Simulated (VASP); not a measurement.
# AlN (P2_1) in VASP: a series of runs

Runs on AlN. Level: PBEsol. Tasks: single point.

Program: VASP 6.6.1. These are calculated values, not measurements. Logs are shortened: lines on timing, memory, paths and dates and some standing lists are left out, and cuts for length are marked.

## (1) The cell of the first run

The structure is monoclinic, space group P2_1 (No. 4). Conventional cell: a = 3.114 Å, b = 4.983 Å, c = 3.114 Å, α = 90.00°, β = 120.00°, γ = 90.00°. Al (site symmetry 1) has 4 N at 1.81 to 1.94 Å within 2.4 Å. Within 2.4 Å of N (site symmetry 1) lie 4 Al at 1.81 to 1.94 Å.

## (2) Single point, PBEsol (atoms displaced along several vibrational modes)

INCAR reads:

```
ALGO     = Normal         # electronic algorithm
EDIFF    = 1E-6           # SCF threshold, eV
ENCUT    = 520            # plane-wave cutoff, eV
GGA      = PS             # functional
ISIF     = 2              # what is computed and relaxed
ISMEAR   = 0              # smearing method
LASPH    = T              # aspherical terms in the spheres
LCHARG   = F              # write CHGCAR
LREAL    = F              # projectors in reciprocal space
LWAVE    = F              # write WAVECAR
NBANDS   = 26             # bands
NELM     = 100            # most SCF steps
PREC     = Accurate       # precision mode
SIGMA    = 0.05           # smearing width, eV
```

KPOINTS reads:

```
k-points
0
Gamma
  8 8 8
```

POSCAR reads:

```
AlN
1.0
   -3.1135599857      0.0000000000      0.0000000000
    0.0000000000      5.3928440876      0.0000000000
    1.5567799928     -2.6964220438     -4.9833504711
Al N
4 4
Direct
    1.0162006193      0.3373909551      0.9984850782
    0.5162006193      0.8373909551      0.9984850782
    0.2322844589      0.9110941231      0.4984850782
    0.7322844589      0.4110941231      0.4984850782
    0.7931096614      0.1519771472      0.6165193726
    0.2931096614      0.6519771472      0.6165193726
    0.0734097112      0.7145422254      0.1165193726
    0.5734097112      0.2145422254      0.1165193726
```

Potentials or basis: VASP PAW PBE potentials, release 64 (Al, N).

On the command line:

```console
$ cat potpaw_PBE.64/Al/POTCAR potpaw_PBE.64/N/POTCAR > POTCAR
$ mpirun -np 1 vasp_std > vasp.out
```

OUTCAR:

```text
EDIFF = 1E-6
   ENCUT = 520
   GGA = PS
   ISIF = 2
   ISMEAR = 0
   LASPH = T
   LREAL = F
   NELM = 100
   PREC = Accurate

 ion  position               nearest neighbor table
   1  0.016  0.337  0.998-   7 1.81   5 1.91   8 1.93   8 1.94   3 3.04   4 3.04   3 3.04   4 3.04
                             2 3.11   2 3.11   2 3.11   2 3.11   4 3.14   3 3.14
   2  0.516  0.837  0.998-   8 1.81   6 1.91   7 1.93   7 1.94   4 3.04   3 3.04   4 3.04   3 3.04
                             1 3.11   1 3.11   1 3.11   1 3.11   3 3.14   4 3.14
   3  0.232  0.911  0.498-   6 1.81   7 1.91   5 1.93   5 1.94   1 3.04   2 3.04   1 3.04   2 3.04
                             4 3.11   4 3.11   4 3.11   4 3.11   2 3.14   1 3.14
   4  0.732  0.411  0.498-   5 1.81   8 1.91   6 1.93   6 1.94   2 3.04   1 3.04   2 3.04   1 3.04
                             3 3.11   3 3.11   3 3.11   3 3.11   1 3.14   2 3.14
   5  0.793  0.152  0.617-   4 1.81   1 1.91   3 1.93   3 1.94
   6  0.293  0.652  0.617-   3 1.81   2 1.91   4 1.93   4 1.94
   7  0.073  0.715  0.117-   1 1.81   3 1.91   2 1.93   2 1.94
   8  0.573  0.215  0.117-   2 1.81   4 1.91   1 1.93   1 1.94

  LATTYP: Found a body centered orthorhombic cell.
 ALAT       =     3.1135599857
 B/A-ratio  =     1.7320508076
 C/A-ratio  =     3.2010627667

  Lattice vectors:

 A1 = (  -1.5567799928,   2.6964220438,   4.9833504711)
 A2 = (   1.5567799929,  -2.6964220438,   4.9833504711)
 A3 = (   1.5567799928,   2.6964220438,  -4.9833504711)

Analysis of symmetry for initial positions (statically):
=====================================================================
 Subroutine PRICEL returns following result:

  LATTYP: Found a hexagonal cell.
 ALAT       =     3.1135599857
 C/A-ratio  =     1.6005313834

  Lattice vectors:

 A1 = (   3.1135599857,  -0.0000000000,   0.0000000000)
 A2 = (  -1.5567799929,  -2.6964220438,   0.0000000000)
 A3 = (  -0.0000000000,   0.0000000000,  -4.9833504711)

   2 primitive cells build up your supercell.

 Routine SETGRP: Setting up the symmetry group for a
 body centered orthorhombic supercell.

 Subroutine GETGRP returns: Found  2 space group operations
 (whereof  1 operations were pure point group operations)
 out of a pool of  8 trial point group operations.

The static configuration has the point symmetry C_1 .
 The point group associated with its full space group is C_2 .

Analysis of symmetry for dynamics (positions and initial velocities):
=====================================================================
 Subroutine PRICEL returns following result:

  LATTYP: Found a hexagonal cell.
 ALAT       =     3.1135599857
[... 129 lines left out ...]
   ISYM   =      2    0-nonsym 1-usesym 2-fastsym
   POTIM  = 0.5000    time-step for ionic-motion
   TEBEG  =    0.0;   TEEND  =   0.0 temperature during run
   PSTRESS=    0.0 pullay stress
   NELECT =      32.0000    total number of electrons
   NUPDOWN=      -1.0000    fix difference up-down
   EMIN   =  10.00;   EMAX   =-10.00  energy-range for DOS
   EFERMI =   0.00;   METHOD = LEGACY
   ISMEAR =     0;   SIGMA  =   0.05  broadening in eV -4-tet -1-fermi 0-gaus
   EFERMI_NEDOS =   21; number of points for ismear=-14 and -15
   IALGO  =     38    algorithm
   IMIX   =      4    mixing-type and parameters
     AMIX     =   0.40;   BMIX     =  1.00
     AMIX_MAG =   1.60;   BMIX_MAG =  1.00
  volume/ion in A,a.u.               =      10.46        70.58
  Fermi-wavevector in a.u.,A,eV,Ry     =   1.188300  2.245561 19.212190  1.412056
  Thomas-Fermi vector in A             =   2.324432
   LORBIT       =      0    0 simple, 1 ext, 2 COOP (PROOUT), +10 PAW based schemes
   GGA     = PS    functional components
   LHFCALC =     F    Hartree Fock is set to
   AEXX    =    0.0000 exact exchange contribution
   IVDW    =     0    specifies the selected vdW correction
   LEPSILON=     F    determine dielectric tensor
   LRPA    =     F    only Hartree local field effects (RPA)
 non-spin polarized calculation
 Gauss-broadening in eV      SIGMA  =   0.05
  energy-cutoff  :      520.00
  volume of cell :       83.68
 maximum number of plane-waves:      2272
   NGX = 11   NGY = 21   NGZ = 21

 number of electron      32.0000001 magnetization

 Free energy of the ion-electron system (eV)
  ---------------------------------------------------
  ext. energy  EPLUGINS =         0.00000000
  ---------------------------------------------------
  free energy    TOTEN  =       -62.36694333 eV

  energy without entropy =      -62.36694333  energy(sigma->0) =      -62.36694333

 E-fermi :   6.2772     XC(G=0): -11.0998

 val. band max:        6.0754364549   @ k =   0.0000   0.0000   0.0000
 cond. band min:      10.1352767918   @ k =   0.0000   0.0000   0.0000
 fundamental gap:      4.0598403368
 Fermi energy:         6.2771707943

 k-point     1 :       0.0000    0.0000    0.0000
  band No.  band energies     occupation
      1      -9.1131      2.00000
      2      -6.9322      2.00000
      3      -6.7292      2.00000
      4      -6.7292      2.00000
      5       0.0004      2.00000
      6       0.2895      2.00000
[... 685 lines left out ...]
     25      16.9792      0.00000
     26      17.0472      0.00000

 [... further k-points ...]

------------------------ aborting loop because EDIFF is reached ----------------------------------------

  FORCE on cell =-STRESS in cart. coord.  units (eV):
  Direction    XX          YY          ZZ          XY          YZ          ZX
  --------------------------------------------------------------------------------------
  -------------------------------------------------------------------------------------
  Total       -3.0566656      4.3733033      0.2341095     -0.1831872      0.0000000      0.0000000
  in kB      -58.5277711     83.7382058      4.4826315     -3.5075936      0.0000000      0.0000000
  external PRESSURE =       9.8976887 kB  Pullay stress =       0.0000000 kB

 VOLUME and BASIS-vectors are now :
 -----------------------------------------------------------------------------
  energy-cutoff  :      520.00
  volume of cell :       83.68
      direct lattice vectors                 reciprocal lattice vectors
    -3.113559986  0.000000000  0.000000000    -0.321175762  0.000000000 -0.100334103
     0.000000000  5.392844088  0.000000000     0.000000000  0.185430912 -0.100334103
     1.556779993 -2.696422044 -4.983350471     0.000000000  0.000000000 -0.200668206

 POSITION                                       TOTAL-FORCE (eV/Angst)
 -----------------------------------------------------------------------------------
      1.50398     -0.87284     -4.97580         0.263655     -1.282355      0.133688
     -0.05280      1.82358     -4.97580         0.263655     -1.282355      0.133688
      0.05280      3.56926     -2.48413        -0.263655      1.282355      0.133688
     -1.50398      0.87284     -2.48413        -0.263655      1.282355      0.133688
     -1.50961     -0.84281     -3.07233        -0.138837     -1.432859     -0.133688
      0.04717      1.85361     -3.07233        -0.138837     -1.432859     -0.133688
     -0.04717      3.53923     -0.58066         0.138837      1.432859     -0.133688
     -1.60395      0.84281     -0.58066         0.138837      1.432859     -0.133688
 -----------------------------------------------------------------------------------
    total drift:                                0.000005      0.000027      0.000769

  FREE ENERGIE OF THE ION-ELECTRON SYSTEM (eV)
  ---------------------------------------------------
  free  energy   TOTEN  =       -62.3669433262 eV

  energy  without entropy=      -62.3669433262  energy(sigma->0) =      -62.36694333
```

Wall time 7.1 min (1 thread of Intel Xeon 8259CL, shared host); peak memory 0.37 GiB.

What came out:

| Quantity | Value |
| --- | --- |
| Free energy | -62.3669 eV |
| Pressure | 1.0 GPa |
| Largest force | 1.446 eV/Å |
| Band gap on the k mesh | 4.06 eV |

Forces in eV/Å, atoms in the order of the input:
```
Al   0.264 -1.282  0.134
Al   0.264 -1.282  0.134
Al  -0.264  1.282  0.134
Al  -0.264  1.282  0.134
N   -0.139 -1.433 -0.134
N   -0.139 -1.433 -0.134
N    0.139  1.433 -0.134
N    0.139  1.433 -0.134
```

Levels at points of the mesh, in eV from the valence-band top:
| k point | band 12 | band 13 | band 14 | band 15 | band 16 | band 17 | band 18 | band 19 | band 20 | band 21 |
| --- | --- | --- | --- | --- | --- | --- | --- | --- | --- | --- |
| (0.00, 0.00, 0.00) | -1.11 | -0.69 | -0.38 | -0.13 | 0.00 | 4.06 | 4.96 | 4.96 | 6.51 | 9.11 |
| (0.50, 0.00, 0.00) | -2.58 | -2.23 | -2.23 | -0.83 | -0.83 | 5.87 | 5.87 | 7.19 | 7.19 | 8.50 |
| (0.00, 0.50, 0.00) | -1.33 | -0.68 | -0.68 | -0.49 | -0.49 | 5.77 | 5.77 | 7.22 | 7.22 | 8.56 |
| (0.50, 0.50, 0.00) | -1.62 | -1.50 | -1.34 | -1.34 | -0.77 | 5.13 | 5.15 | 5.15 | 5.77 | 7.87 |
| (0.50, 0.50, 0.50) | -1.57 | -1.57 | -1.52 | -1.52 | -0.85 | 5.32 | 5.32 | 5.68 | 5.72 | 7.96 |
| (0.00, 0.00, 0.50) | -0.74 | -0.74 | -0.60 | -0.43 | -0.43 | 5.52 | 6.08 | 6.30 | 6.30 | 8.17 |

Caveat: the cell differs from its parent crystal (atoms displaced along several vibrational modes); the stress differs along the axes, from -6 to 8 GPa; the PAW data sets were made with another functional, which shifts forces and pressure a little. A k mesh can miss the band edges.

## (3) Single point, PBEsol (atoms displaced along several vibrational modes)

INCAR reads:

```
SYSTEM = AlN
PREC = Accurate
ENCUT = 520
EDIFF = 1E-6
ISMEAR = 0
SIGMA = 0.05
LREAL = .False.
LASPH = .True.
NELM = 100
ALGO = Normal
ISIF = 2
LWAVE = .False.
LCHARG = .False.
GGA = PS
NBANDS = 26
```

KPOINTS reads:

```
Automatic mesh
0
Gamma
  8 8 8
  0 0 0
```

POSCAR reads:

```
AlN
1.0
   -3.1135599857      0.0000000000      0.0000000000
    0.0000000000      5.3928440876      0.0000000000
    1.5567799928     -2.6964220438     -4.9833504711
Al N
4 4
Direct
    1.0162054242      0.3277655947      0.9984946880
    0.5162054242      0.8277655947      0.9984946880
    0.2322892638      0.9207290933      0.4984946880
    0.7322892638      0.4207290933      0.4984946880
    0.7931004057      0.1311996364      0.6165008612
    0.2931004057      0.6311996364      0.6165008612
    0.0734004555      0.7353012248      0.1165008612
    0.5734004555      0.2353012248      0.1165008612
```

Potentials or basis: VASP PAW PBE potentials, release 64 (Al, N).

On the command line:

```console
$ cat potpaw_PBE.64/Al/POTCAR potpaw_PBE.64/N/POTCAR > POTCAR
$ mpirun -np 1 vasp_std > vasp.out
```

It took 5 min on 1 thread of Intel Xeon 8259CL, shared host; peak memory 0.37 GiB.

The run converged. Its results:

- Free energy: -62.4014 eV
- Pressure: 0.8 GPa
- Largest force: 1.087 eV/Å
- Band gap on the k mesh: 4.06 eV

Forces on the atoms (eV/Å):
```
Al   0.320  0.959  0.114
Al   0.320  0.959  0.114
Al  -0.320 -0.959  0.114
Al  -0.320 -0.959  0.114
N   -0.130  1.073 -0.114
N   -0.130  1.073 -0.114
N    0.130 -1.073 -0.114
N    0.130 -1.073 -0.114
```

Stress tensor (GPa, compression positive):
```
 6.91  0.01  0.00
 0.01 -4.78  0.00
 0.00  0.00  0.40
```

Levels at points of the mesh, in eV from the valence-band top:
| k point | band 13 | band 14 | band 15 | band 16 | band 17 | band 18 | band 19 | band 20 |
| --- | --- | --- | --- | --- | --- | --- | --- | --- |
| (0.00, 0.00, 0.00) | -0.69 | -0.39 | -0.13 | 0.00 | 4.06 | 5.34 | 5.34 | 6.51 |
| (0.50, 0.00, 0.00) | -1.95 | -1.95 | -0.98 | -0.98 | 6.12 | 6.12 | 7.08 | 7.08 |
| (0.00, 0.50, 0.00) | -0.82 | -0.82 | -0.64 | -0.64 | 5.96 | 5.96 | 7.25 | 7.25 |
| (0.50, 0.50, 0.00) | -1.45 | -1.28 | -1.28 | -0.66 | 4.98 | 4.98 | 5.58 | 5.70 |
| (0.50, 0.50, 0.50) | -1.50 | -1.33 | -1.33 | -0.67 | 5.10 | 5.10 | 5.48 | 6.13 |
| (0.00, 0.00, 0.50) | -0.75 | -0.75 | -0.42 | -0.42 | 5.22 | 5.77 | 6.30 | 6.30 |

Caveat: the cell differs from its parent crystal (atoms displaced along several vibrational modes); the stress differs along the axes, from -5 to 7 GPa; the PAW data sets were made with another functional, which shifts forces and pressure a little. A k mesh can miss the band edges.

## (4) Single point, PBEsol (atoms displaced along several vibrational modes)

INCAR reads:

```
SYSTEM = AlN
PREC = Accurate ; ENCUT = 520
EDIFF = 1E-6 ; ISMEAR = 0
SIGMA = 0.05 ; LREAL = .False.
LASPH = .True. ; NELM = 100
ALGO = Normal ; ISIF = 2
LWAVE = .False. ; LCHARG = .False.
GGA = PS ; NBANDS = 26
```

KPOINTS is that of step 3.

POSCAR reads:

```
AlN
1.0
   -3.1135599857      0.0000000000      0.0000000000
    0.0000000000      5.3928440876      0.0000000000
    1.5567799928     -2.6964220438     -4.9833504711
Al N
4 4
Direct
    1.0162018205      0.3349846150      0.9984874806
    0.5162018205      0.8349846150      0.9984874806
    0.2322856601      0.9135028657      0.4984874806
    0.7322856601      0.4135028657      0.4984874806
    0.7931073475      0.1467827695      0.6165147447
    0.2931073475      0.6467827695      0.6165147447
    0.0734073972      0.7197319752      0.1165147447
    0.5734073972      0.2197319752      0.1165147447
```

On the command line:

```console
$ cat potpaw_PBE.64/Al/POTCAR potpaw_PBE.64/N/POTCAR > POTCAR
$ mpirun -np 1 vasp_std > vasp.out
```

Run time: 4.3 min. Hardware: 1 thread of Intel Xeon 8259CL, shared host; peak memory 0.37 GiB.

It converged, with:

```yaml
Free_energy: -62.5312 eV
Pressure: 0.1 GPa
Largest_force: 0.677 eV/Å
Band_gap_on_the_k_mesh: 4.07 eV
```

Forces in eV/Å, atoms in the order of the input:
```
Al   0.277 -0.585  0.046
Al   0.277 -0.585  0.046
Al  -0.277  0.585  0.046
Al  -0.277  0.585  0.046
N   -0.137 -0.661 -0.046
N   -0.137 -0.661 -0.046
N    0.137  0.661 -0.046
N    0.137  0.661 -0.046
```

Stress tensor (GPa, compression positive):
```
-3.29 -0.27  0.00
-0.27  3.63  0.00
 0.00  0.00  0.06
```

Levels at points of the mesh, in eV from the valence-band top:
```csv
k point,band 14,band 15,band 16,band 17,band 18,band 19
"(0.00, 0.00, 0.00)",-0.34,-0.15,0.00,4.07,5.04,5.04
"(0.50, 0.00, 0.00)",-2.16,-0.86,-0.86,5.93,5.93,7.17
"(0.00, 0.50, 0.00)",-0.68,-0.55,-0.55,5.83,5.83,7.22
"(0.50, 0.50, 0.00)",-1.32,-1.32,-0.73,5.11,5.11,5.25
"(0.50, 0.50, 0.50)",-1.47,-1.47,-0.80,5.27,5.27,5.62
"(0.00, 0.00, 0.50)",-0.66,-0.50,-0.50,5.59,5.87,6.32
```

Caveat: the cell differs from its parent crystal (atoms displaced along several vibrational modes); the stress differs along the axes, from -3 to 4 GPa; the PAW data sets were made with another functional, which shifts forces and pressure a little.

(Continued in part 2 of 2.)
